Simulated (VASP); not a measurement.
# Cu (Fm-3m) in VASP: notebook, part 2 of 2

VASP 6.6.1.

## (5) Single point, LDA

INCAR

```
SYSTEM = Cu
PREC = Accurate
ENCUT = 520
EDIFF = 1E-6
ISMEAR = -1
SIGMA = 0.1
LREAL = .FALSE.
LASPH = .TRUE.
NELM = 60
ALGO = Normal
ISIF = 2
LWAVE = .FALSE.
LCHARG = .TRUE.
GGA = CA
LELF = .TRUE.
LVHAR = .TRUE.
NBANDS = 12
```

KPOINTS

```
Automatic mesh
0
G
  15 15 15
  0 0 0
```

POSCAR

```
Cu
1.0
    0.0000000000      1.7588202533      1.7588202533
    1.7588202533      0.0000000000      1.7588202533
    1.7588202533      1.7588202533      0.0000000000
Cu
1
Direct
    0.0000000000      0.0000000000      0.0000000000
```

Potentials or basis: VASP PAW LDA potentials, release 64 (Cu).

On the command line:

```console
$ cat potpaw_LDA.64/Cu/POTCAR > POTCAR
$ mpirun -np 1 vasp_std > vasp.out
```

OUTCAR:

```text
SYSTEM = Cu
   PREC = Accurate
   ENCUT = 520
   EDIFF = 1E-6
   ISMEAR = -1
   LREAL = .FALSE.
   LASPH = .TRUE.
   NELM = 60
   ISIF = 2
   GGA = CA

 ion  position               nearest neighbor table
   1  0.000  0.000  0.000-

  LATTYP: Found a face centered cubic cell.
 ALAT       =     3.5176405066

  Lattice vectors:

 A1 = (   0.0000000000,   1.7588202533,   1.7588202533)
 A2 = (   1.7588202533,   0.0000000000,   1.7588202533)
 A3 = (   1.7588202533,   1.7588202533,   0.0000000000)

Analysis of symmetry for initial positions (statically):
=====================================================================
 Subroutine PRICEL returns:
 Original cell was already a primitive cell.

 Routine SETGRP: Setting up the symmetry group for a
 face centered cubic supercell.

 Subroutine GETGRP returns: Found 48 space group operations
 (whereof 48 operations were pure point group operations)
 out of a pool of 48 trial point group operations.

The static configuration has the point symmetry O_h .

Analysis of symmetry for dynamics (positions and initial velocities):
=====================================================================
 Subroutine PRICEL returns:
 Original cell was already a primitive cell.

 Routine SETGRP: Setting up the symmetry group for a
 face centered cubic supercell.

 Subroutine GETGRP returns: Found 48 space group operations
 (whereof 48 operations were pure point group operations)
 out of a pool of 48 trial point group operations.

The dynamic configuration has the point symmetry O_h .

 Subroutine INISYM returns: Found 48 space group operations
 (whereof 48 operations are pure point group operations),
 and found     1 'primitive' translations

----------------------------------------------------------------------------------------

                                     Primitive cell

  volume of cell :      10.8816

  direct lattice vectors                    reciprocal lattice vectors
     0.000000000  1.758820253  1.758820253    -0.284281466  0.284281466  0.284281466
     1.758820253  0.000000000  1.758820253     0.284281466 -0.284281466  0.284281466
     1.758820253  1.758820253  0.000000000     0.284281466  0.284281466 -0.284281466

  length of vectors
     2.487347456  2.487347456  2.487347456     0.492389943  0.492389943  0.492389943

  position of ions in fractional coordinates (direct lattice)
     0.000000000  0.000000000  0.000000000

  ion indices of the primitive-cell ions
   primitive index   ion index
                 1           1

----------------------------------------------------------------------------------------

 KPOINTS: Automatic mesh

Automatic generation of k-mesh.
 Grid dimensions read from file:
 generate k-points for:   15   15   15

 Generating k-lattice:

  Cartesian coordinates                     Fractional coordinates (reciprocal lattice)
    -0.018952098  0.018952098  0.018952098     0.066666667  0.000000000  0.000000000
     0.018952098 -0.018952098  0.018952098     0.000000000  0.066666667  0.000000000
     0.018952098  0.018952098 -0.018952098     0.000000000  0.000000000  0.066666667

  Length of vectors
     0.032825996  0.032825996  0.032825996

  Shift w.r.t. Gamma in fractional coordinates (k-lattice)
     0.000000000  0.000000000  0.000000000

 Subroutine IBZKPT returns following result:
 ===========================================

 Found    120 irreducible k-points:

 Following reciprocal coordinates:
            Coordinates               Weight
  0.000000  0.000000  0.000000      1.000000
  0.066667  0.000000  0.000000      8.000000
  0.133333  0.000000  0.000000      8.000000
  0.200000  0.000000  0.000000      8.000000
  0.266667  0.000000  0.000000      8.000000
  0.333333  0.000000  0.000000      8.000000
[... 16 lines left out ...]
  0.133333  0.133333  0.000000      6.000000
  0.200000  0.133333  0.000000     24.000000
 [... further k-points ...]
   k-points           NKPTS =    120   k-points in BZ     NKDIM =    120   number of bands    NBANDS=     12
   number of dos      NEDOS =    301   number of ions     NIONS =      1
   total plane-waves  NPLWV =   5832
   dimension x,y,z NGX =    18 NGY =   18 NGZ =   18
   dimension x,y,z NGXF=    36 NGYF=   36 NGZF=   36
   ions per type =               1
   NGX,Y,Z   is equivalent  to a cutoff of  12.03, 12.03, 12.03 a.u.
   NGXF,Y,Z  is equivalent  to a cutoff of  24.06, 24.06, 24.06 a.u.
 SYSTEM =  Cu
   PREC   = accura    normal or accurate (medium, high low for compatibility)
   ISTART =      0    job   : 0-new  1-cont  2-samecut
   ICHARG =      2    charge: 1-file 2-atom 10-const
   ISPIN  =      1    spin polarized calculation?
   LNONCOLLINEAR =      F non collinear calculations
   LSORBIT =      F    spin-orbit coupling
   LASPH  =      T    aspherical Exc in radial PAW
   ENCUT  =  520.0 eV  38.22 Ry    6.18 a.u.   4.62  4.62  4.62*2*pi/ulx,y,z
   NELM   =     60;   NELMIN=  2; NELMDL= -5     # of ELM steps
   EDIFF  = 0.1E-05   stopping-criterion for ELM
   LREAL  =      F    real-space projection
   EDIFFG = 0.1E-04   stopping-criterion for IOM
   NSW    =      0    number of steps for IOM
   IBRION =     -1    ionic relax: 0-MD 1-quasi-New 2-CG
   NFREE  =      0    steps in history (QN), initial steepest desc. (CG)
   ISIF   =      2    stress and relaxation
   ISYM   =      2    0-nonsym 1-usesym 2-fastsym
   POTIM  = 0.5000    time-step for ionic-motion
   TEBEG  =    0.0;   TEEND  =   0.0 temperature during run
   PSTRESS=    0.0 pullay stress
   NELECT =      11.0000    total number of electrons
   NUPDOWN=      -1.0000    fix difference up-down
   EMIN   =  10.00;   EMAX   =-10.00  energy-range for DOS
   EFERMI =   0.00;   METHOD = LEGACY
   ISMEAR =    -1;   SIGMA  =   0.10  broadening in eV -4-tet -1-fermi 0-gaus
   EFERMI_NEDOS =   21; number of points for ismear=-14 and -15
   IALGO  =     38    algorithm
   IMIX   =      4    mixing-type and parameters
     AMIX     =   0.40;   BMIX     =  1.00
     AMIX_MAG =   1.60;   BMIX_MAG =  1.00
  volume/ion in A,a.u.               =      10.88        73.43
  Fermi-wavevector in a.u.,A,eV,Ry     =   1.643013  3.104844 36.728804  2.699491
  Thomas-Fermi vector in A             =   2.733219
   LORBIT       =      0    0 simple, 1 ext, 2 COOP (PROOUT), +10 PAW based schemes
   GGA     = CA    functional components
   LHFCALC =     F    Hartree Fock is set to
   AEXX    =    0.0000 exact exchange contribution
   IVDW    =     0    specifies the selected vdW correction
   LEPSILON=     F    determine dielectric tensor
   LRPA    =     F    only Hartree local field effects (RPA)
 non-spin polarized calculation
  energy-cutoff  :      520.00
  volume of cell :       10.88
 maximum number of plane-waves:       303
   NGX =  9   NGY =  9   NGZ =  9

 number of electron      10.9999994 magnetization

 Free energy of the ion-electron system (eV)
  ---------------------------------------------------
  ext. energy  EPLUGINS =         0.00000000
  ---------------------------------------------------
  free energy    TOTEN  =        -4.71208291 eV

  energy without entropy =       -4.70262765  energy(sigma->0) =       -4.70735528

 E-fermi :   8.4959     XC(G=0): -13.5889

 val. band max:        8.4879359632   @ k =  -0.4667   0.1333   0.0667
 cond. band min:       8.6422796521   @ k =   0.4667   0.2667   0.0000
 fundamental gap:      0.1543436889
 Fermi energy:         8.4959337755

 k-point     1 :       0.0000    0.0000    0.0000
  band No.  band energies     occupation
      1      -1.5787      2.00000
      2       5.0665      2.00000
      3       5.0665      2.00000
      4       5.0665      2.00000
      5       6.0168      2.00000
      6       6.0168      2.00000
      7      31.7374      0.00000
      8      34.8619      0.00000
      9      34.8619      0.00000
     10      34.8619      0.00000
     11      37.4795      0.00000
     12      37.4795      0.00000
[... 331 lines left out ...]
 k-point    24 :       0.2000    0.1333    0.0000
  band No.  band energies     occupation
      1      -0.0878      2.00000
      2       4.6536      2.00000
      3       5.3749      2.00000
      4       5.4057      2.00000
      5       5.7274      2.00000
      6       6.1753      2.00000
      7      26.9157      0.00000
      8      29.3253      0.00000
      9      30.2700      0.00000
     10      32.5020      0.00000
     11      35.8626      0.00000
     12      41.2864      0.00000

 [... further k-points ...]

------------------------ aborting loop because EDIFF is reached ----------------------------------------

  FORCE on cell =-STRESS in cart. coord.  units (eV):
  Direction    XX          YY          ZZ          XY          YZ          ZX
  --------------------------------------------------------------------------------------
  -------------------------------------------------------------------------------------
  Total        0.0592859      0.0592859      0.0592859      0.0000000     -0.0000000      0.0000000
  in kB        8.7290627      8.7290627      8.7290627      0.0000000     -0.0000000      0.0000000
  external PRESSURE =       8.7290627 kB  Pullay stress =       0.0000000 kB

 VOLUME and BASIS-vectors are now :
 -----------------------------------------------------------------------------
  energy-cutoff  :      520.00
  volume of cell :       10.88
      direct lattice vectors                 reciprocal lattice vectors
     0.000000000  1.758820253  1.758820253    -0.284281466  0.284281466  0.284281466
     1.758820253  0.000000000  1.758820253     0.284281466 -0.284281466  0.284281466
     1.758820253  1.758820253  0.000000000     0.284281466  0.284281466 -0.284281466

 POSITION                                       TOTAL-FORCE (eV/Angst)
 -----------------------------------------------------------------------------------
      0.00000      0.00000      0.00000         0.000000      0.000000      0.000000
 -----------------------------------------------------------------------------------
    total drift:                                0.000000     -0.000000      0.000000

  FREE ENERGIE OF THE ION-ELECTRON SYSTEM (eV)
  ---------------------------------------------------
  free  energy   TOTEN  =        -4.7120829098 eV

  energy  without entropy=       -4.7026276503  energy(sigma->0) =       -4.70735528
```

OSZICAR:

```text
N       E                     dE             d eps       ncg     rms          rms(c)
DAV:   1     0.408414470649E+02    0.40841E+02   -0.53960E+03  3252   0.161E+03
DAV:   2    -0.437953015990E+01   -0.45221E+02   -0.41479E+02  2968   0.209E+02
DAV:   3    -0.572525968833E+01   -0.13457E+01   -0.13258E+01  3332   0.403E+01
DAV:   4    -0.573402056605E+01   -0.87609E-02   -0.87597E-02  3240   0.284E+00
DAV:   5    -0.573410312047E+01   -0.82554E-04   -0.82555E-04  3440   0.283E-01    0.807E+00
DAV:   6    -0.508540627135E+01    0.64870E+00   -0.14879E+01  3448   0.765E+01    0.372E+00
DAV:   7    -0.473012704447E+01    0.35528E+00   -0.22210E+00  3452   0.295E+01    0.645E-01
DAV:   8    -0.471356916801E+01    0.16558E-01   -0.62286E-03  3524   0.987E-01    0.278E-01
DAV:   9    -0.471206924768E+01    0.14999E-02   -0.68168E-03  3640   0.144E+00    0.131E-02
DAV:  10    -0.471208102479E+01   -0.11777E-04   -0.22672E-05  3228   0.625E-02    0.477E-03
DAV:  11    -0.471208290689E+01   -0.18821E-05   -0.55167E-07  2436   0.113E-02    0.423E-04
DAV:  12    -0.471208290982E+01   -0.29268E-08   -0.58435E-08  1768   0.271E-03
   1 F= -.47120829E+01 E0= -.47073553E+01  d E =-.945526E-02
```

Run time: 11 s. Hardware: 1 thread of AMD EPYC 7R13 (Zen 3), shared host; peak memory 0.09 GiB.

What came out:

* Free energy: -4.7121 eV
* Pressure: 0.9 GPa

Levels at points of the mesh, in eV from the Fermi level:
```csv
k point,band 3,band 4,band 5,band 6,band 7,band 8,band 9,band 10
"(0.00, 0.00, 0.00)",-3.43,-3.43,-2.48,-2.48,23.24,26.37,26.37,26.37
```

## (6) Overview

```tsv
k mesh	gap on the mesh (eV)	pressure (GPa)
7 × 7 × 7	none	0.8
9 × 9 × 9	none	0.9
12 × 12 × 12	none	1.0
15 × 15 × 15	none	0.9
```

Alike in all rows: task single point; level LDA; potentials or basis VASP PAW LDA potentials, release 64 (Cu); no spin polarisation; cell as given; cutoff (eV) 520; smearing fermi-dirac 0.1 eV.

Caveats: some runs use coarse meshes.

Absolute energies hang on the potentials; compare differences alone.
